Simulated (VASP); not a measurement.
# Sn (I4/mmm) in VASP: notebook

Sn is run at these levels: LDA; tasks: single point.

All numbers are computed with VASP 6.6.1; they aren't measurements. Logs are shortened: lines on timing, memory, paths and dates and some standing lists are left out, and cuts for length are marked.

**1. The cell of the first run**

The structure is tetragonal, space group I4/mmm (No. 139). Conventional cell: a = 3.789 Å, b = 3.789 Å, c = 3.903 Å, α = 90.00°, β = 90.00°, γ = 90.00°. Sn (site symmetry 4/mmm) has 14 Sn at 3.31 to 3.90 Å within 4.4 Å.

**2. Single point, LDA (strain +0.000 along x and y, +0.030 along z)**

File INCAR:

```
  PREC = Accurate
  ENCUT = 520
  EDIFF = 1E-7
  ISMEAR = 0
  SIGMA = 0.15
  LREAL = False
  LASPH = True
  NELM = 60
  ALGO = Fast
  ISIF = 2
  LWAVE = False
  LCHARG = True
  GGA = CA
  LELF = True
  LVHAR = True
  NBANDS = 13
```

File KPOINTS:

```
Automatic mesh
0
Gamma
  18 18 18
```

File POSCAR:

```
Sn
1.0
   -1.8946518192      1.8946518192      1.9514913738
    1.8946518192     -1.8946518192      1.9514913738
    1.8946518192      1.8946518192     -1.9514913738
Sn
1
Direct
    0.0000000000      0.0000000000      0.0000000000
```

Potentials or basis: VASP PAW LDA potentials, release 64 (Sn_d).

The run is started by

```
> cat potpaw_LDA.64/Sn_d/POTCAR > POTCAR
> mpirun -np 1 vasp_std > vasp.out
```

OUTCAR:

```text
PREC = Accurate
   ENCUT = 520
   EDIFF = 1E-7
   ISMEAR = 0
   LREAL = False
   LASPH = True
   NELM = 60
   ISIF = 2
   GGA = CA

 ion  position               nearest neighbor table
   1  0.000  0.000  0.000-

  LATTYP: Found a body centered tetragonal cell.
 ALAT       =     3.7893036384
 C/A-ratio  =     1.0300000000

  Lattice vectors:

 A1 = (  -1.8946518192,   1.8946518192,   1.9514913738)
 A2 = (   1.8946518192,  -1.8946518192,   1.9514913738)
 A3 = (   1.8946518192,   1.8946518192,  -1.9514913738)

Analysis of symmetry for initial positions (statically):
=====================================================================
 Subroutine PRICEL returns:
 Original cell was already a primitive cell.

 Routine SETGRP: Setting up the symmetry group for a
 body centered tetragonal supercell.

 Subroutine GETGRP returns: Found 16 space group operations
 (whereof 16 operations were pure point group operations)
 out of a pool of 16 trial point group operations.

The static configuration has the point symmetry D_4h.

Analysis of symmetry for dynamics (positions and initial velocities):
=====================================================================
 Subroutine PRICEL returns:
 Original cell was already a primitive cell.

 Routine SETGRP: Setting up the symmetry group for a
 body centered tetragonal supercell.

 Subroutine GETGRP returns: Found 16 space group operations
 (whereof 16 operations were pure point group operations)
 out of a pool of 16 trial point group operations.

The dynamic configuration has the point symmetry D_4h.

 Subroutine INISYM returns: Found 16 space group operations
 (whereof 16 operations are pure point group operations),
 and found     1 'primitive' translations

----------------------------------------------------------------------------------------

                                     Primitive cell

  volume of cell :      28.0211

  direct lattice vectors                    reciprocal lattice vectors
    -1.894651819  1.894651819  1.951491374     0.000000000  0.263900731  0.256214302
     1.894651819 -1.894651819  1.951491374     0.263900731  0.000000000  0.256214302
     1.894651819  1.894651819 -1.951491374     0.263900731  0.263900731  0.000000000

  length of vectors
     3.314774444  3.314774444  3.314774444     0.367817026  0.367817026  0.373211993

  position of ions in fractional coordinates (direct lattice)
     0.000000000  0.000000000  0.000000000

  ion indices of the primitive-cell ions
   primitive index   ion index
                 1           1

----------------------------------------------------------------------------------------

 KPOINTS: Automatic mesh

Automatic generation of k-mesh.
 Grid dimensions read from file:
 generate k-points for:   18   18   18

 Generating k-lattice:

  Cartesian coordinates                     Fractional coordinates (reciprocal lattice)
     0.000000000  0.014661152  0.014234128     0.055555556  0.000000000 -0.000000000
     0.014661152  0.000000000  0.014234128     0.000000000  0.055555556 -0.000000000
     0.014661152  0.014661152  0.000000000     0.000000000  0.000000000  0.055555556

  Length of vectors
     0.020434279  0.020434279  0.020734000

  Shift w.r.t. Gamma in fractional coordinates (k-lattice)
     0.000000000  0.000000000  0.000000000

 Subroutine IBZKPT returns following result:
 ===========================================

 Found    480 irreducible k-points:

 Following reciprocal coordinates:
            Coordinates               Weight
  0.000000  0.000000  0.000000      1.000000
  0.055556  0.000000 -0.000000      8.000000
  0.111111  0.000000 -0.000000      8.000000
  0.166667  0.000000  0.000000      8.000000
  0.222222  0.000000 -0.000000      8.000000
  0.277778 -0.000000  0.000000      8.000000
[... 16 lines left out ...]
 -0.277778  0.055556  0.000000     16.000000
 -0.222222  0.055556  0.000000     16.000000
 [... further k-points ...]
   k-points           NKPTS =    480   k-points in BZ     NKDIM =    480   number of bands    NBANDS=     13
   number of dos      NEDOS =    301   number of ions     NIONS =      1
   total plane-waves  NPLWV =  21952
   dimension x,y,z NGX =    28 NGY =   28 NGZ =   28
   dimension x,y,z NGXF=    56 NGYF=   56 NGZF=   56
   ions per type =               1
   NGX,Y,Z   is equivalent  to a cutoff of  14.04, 14.04, 14.04 a.u.
   NGXF,Y,Z  is equivalent  to a cutoff of  28.09, 28.09, 28.09 a.u.
 SYSTEM =  unknown system
   PREC   = accura    normal or accurate (medium, high low for compatibility)
   ISTART =      0    job   : 0-new  1-cont  2-samecut
   ICHARG =      2    charge: 1-file 2-atom 10-const
   ISPIN  =      1    spin polarized calculation?
   LNONCOLLINEAR =      F non collinear calculations
   LSORBIT =      F    spin-orbit coupling
   LASPH  =      T    aspherical Exc in radial PAW
   ENCUT  =  520.0 eV  38.22 Ry    6.18 a.u.   6.16  6.16  6.16*2*pi/ulx,y,z
   NELM   =     60;   NELMIN=  2; NELMDL= -5     # of ELM steps
   EDIFF  = 0.1E-06   stopping-criterion for ELM
   LREAL  =      F    real-space projection
   EDIFFG = 0.1E-05   stopping-criterion for IOM
   NSW    =      0    number of steps for IOM
   IBRION =     -1    ionic relax: 0-MD 1-quasi-New 2-CG
   NFREE  =      0    steps in history (QN), initial steepest desc. (CG)
   ISIF   =      2    stress and relaxation
   ISYM   =      2    0-nonsym 1-usesym 2-fastsym
   POTIM  = 0.5000    time-step for ionic-motion
   TEBEG  =    0.0;   TEEND  =   0.0 temperature during run
   PSTRESS=    0.0 pullay stress
   NELECT =      14.0000    total number of electrons
   NUPDOWN=      -1.0000    fix difference up-down
   EMIN   =  10.00;   EMAX   =-10.00  energy-range for DOS
   EFERMI =   0.00;   METHOD = LEGACY
   ISMEAR =     0;   SIGMA  =   0.15  broadening in eV -4-tet -1-fermi 0-gaus
   EFERMI_NEDOS =   21; number of points for ismear=-14 and -15
   IALGO  =     68    algorithm
   IMIX   =      4    mixing-type and parameters
     AMIX     =   0.40;   BMIX     =  1.00
     AMIX_MAG =   1.60;   BMIX_MAG =  1.00
  volume/ion in A,a.u.               =      28.02       189.10
  Fermi-wavevector in a.u.,A,eV,Ry     =   1.299040  2.454829 22.959881  1.687504
  Thomas-Fermi vector in A             =   2.430329
   LORBIT       =      0    0 simple, 1 ext, 2 COOP (PROOUT), +10 PAW based schemes
   GGA     = CA    functional components
   LHFCALC =     F    Hartree Fock is set to
   AEXX    =    0.0000 exact exchange contribution
   IVDW    =     0    specifies the selected vdW correction
   LEPSILON=     F    determine dielectric tensor
   LRPA    =     F    only Hartree local field effects (RPA)
 non-spin polarized calculation
 RMM-DIIS sequential band-by-band and
 Gauss-broadening in eV      SIGMA  =   0.15
  energy-cutoff  :      520.00
  volume of cell :       28.02
 maximum number of plane-waves:       771
 NGX is ok and might be reduce to    28
   NGX = 13   NGY = 13   NGZ = 13

 number of electron      14.0000001 magnetization

 Free energy of the ion-electron system (eV)
  ---------------------------------------------------
  ext. energy  EPLUGINS =         0.00000000
  ---------------------------------------------------
  free energy    TOTEN  =        -4.40768317 eV

  energy without entropy =       -4.40151376  energy(sigma->0) =       -4.40459846

 E-fermi :   7.4489     XC(G=0): -10.4622

 val. band max:        7.4412607304   @ k =   0.5000   0.5000   0.4444
 cond. band min:       7.4619618323   @ k =  -0.3889   0.5000   0.3889
 fundamental gap:      0.0207011019
 Fermi energy:         7.4489088752

 k-point     1 :       0.0000    0.0000    0.0000
  band No.  band energies     occupation
      1     -13.9877      2.00000
      2     -13.9877      2.00000
      3     -13.9817      2.00000
      4     -13.8650      2.00000
      5     -13.8507      2.00000
      6      -3.4343      2.00000
      7      14.9091      0.00000
      8      15.0454      0.00000
      9      15.0454      0.00000
     10      19.3595      0.00000
     11      19.7475      0.00000
     12      19.7510      0.00000
     13      19.8478      0.00000

 k-point     2 :       0.0556    0.0000   -0.0000
  band No.  band energies     occupation
      1     -13.9869      2.00000
      2     -13.9857      2.00000
      3     -13.9778      2.00000
      4     -13.8661      2.00000
      5     -13.8514      2.00000
      6      -3.3696      2.00000
      7      14.3819      0.00000
      8      14.7995      0.00000
      9      14.9170      0.00000
     10      18.6255      0.00000
     11      19.0445      0.00000
     12      19.4169      0.00000
     13      20.3463      0.00000

 k-point     3 :       0.1111    0.0000   -0.0000
  band No.  band energies     occupation
      1     -13.9896      2.00000
      2     -13.9801      2.00000
      3     -13.9613      2.00000
      4     -13.8690      2.00000
      5     -13.8532      2.00000
      6      -3.1754      2.00000
      7      13.0002      0.00000
      8      14.2112      0.00000
      9      14.7172      0.00000
     10      17.8267      0.00000
     11      18.2986      0.00000
     12      19.1553      0.00000
     13      20.6185      0.00000
[... 305 lines left out ...]
 k-point    23 :      -0.2778    0.0556    0.0000
  band No.  band energies     occupation
      1     -14.0026      2.00000
      2     -13.9637      2.00000
      3     -13.8833      2.00000
      4     -13.8781      2.00000
      5     -13.8587      2.00000
      6      -2.0670      2.00000
      7       8.7650      0.00000
      8      12.1726      0.00000
      9      13.5074      0.00000
     10      16.6882      0.00000
     11      17.2447      0.00000
     12      19.0859      0.00000
     13      22.0143      0.00000

 k-point    24 :      -0.2222    0.0556    0.0000
  band No.  band energies     occupation
      1     -13.9959      2.00000
      2     -13.9708      2.00000
      3     -13.9157      2.00000
      4     -13.8746      2.00000
      5     -13.8573      2.00000
      6      -2.5850      2.00000
      7      10.4305      0.00000
      8      12.8667      0.00000
      9      13.9002      0.00000
     10      17.1507      0.00000
     11      17.5560      0.00000
     12      18.9572      0.00000
     13      21.5905      0.00000

 [... further k-points ...]

------------------------ aborting loop because EDIFF is reached ----------------------------------------

  FORCE on cell =-STRESS in cart. coord.  units (eV):
  Direction    XX          YY          ZZ          XY          YZ          ZX
  --------------------------------------------------------------------------------------
  -------------------------------------------------------------------------------------
  Total       -0.8032725     -0.8032725     -0.6994571      0.0000000      0.0000000      0.0000000
  in kB      -45.9291075    -45.9291075    -39.9932064      0.0000000      0.0000000      0.0000000
  external PRESSURE =     -43.9504738 kB  Pullay stress =       0.0000000 kB

 VOLUME and BASIS-vectors are now :
 -----------------------------------------------------------------------------
  energy-cutoff  :      520.00
  volume of cell :       28.02
      direct lattice vectors                 reciprocal lattice vectors
    -1.894651819  1.894651819  1.951491374     0.000000000  0.263900731  0.256214302
     1.894651819 -1.894651819  1.951491374     0.263900731  0.000000000  0.256214302
     1.894651819  1.894651819 -1.951491374     0.263900731  0.263900731  0.000000000

 POSITION                                       TOTAL-FORCE (eV/Angst)
 -----------------------------------------------------------------------------------
      0.00000      0.00000      0.00000        -0.000000     -0.000000     -0.000000
 -----------------------------------------------------------------------------------
    total drift:                               -0.000000     -0.000000     -0.000000

  FREE ENERGIE OF THE ION-ELECTRON SYSTEM (eV)
  ---------------------------------------------------
  free  energy   TOTEN  =        -4.4076831709 eV

  energy  without entropy=       -4.4015137559  energy(sigma->0) =       -4.40459846
```

Wall time 5.8 min (1 thread of Intel Xeon 8259CL, shared host); peak memory 0.27 GiB.

Results:

```yaml
Free_energy: -4.4077 eV
Pressure: -4.4 GPa
Band_gap_on_the_k_mesh: zero (bands 7 and 8 overlap by 9.77 eV)
```

Caveat: the cell differs from its parent crystal (strain +0.000 along x and y, +0.030 along z); the cell stands under tension; spin-orbit coupling is left out, which moves the levels of the heavy elements.

(Continued in part 2 of 2.)

The gap in the log of VASP goes by the Fermi energy; the results here count the filled bands.